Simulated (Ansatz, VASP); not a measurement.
## PbS: VASP beside Ansatz

```
Pb S
1.0
     0.00000    2.98539    2.98539
     2.98539    0.00000    2.98539
     2.98539    2.98539    0.00000
Pb S
1 1
Direct
  0.00000 0.00000 0.00000
  0.50000 0.50000 0.50000
```

Alike in both runs: task single point; functional PBE; k mesh 8 × 8 × 8; occupations fermi-dirac, width 0.05 eV; non-collinear spin, spin-orbit coupling.

```csv
,VASP,Ansatz
version,VASP 6.6.1,Ansatz 0.2.0
potentials or method,"VASP PAW PBE potentials, release 64 (Pb_d, S)",Ansatz PAW
plane-wave cutoff (eV),520,420
valence electrons in the cell,20,20
```

```tsv
	VASP	Ansatz	Ansatz less VASP
pressure (GPa)	0.7	0.7	-0.07
```
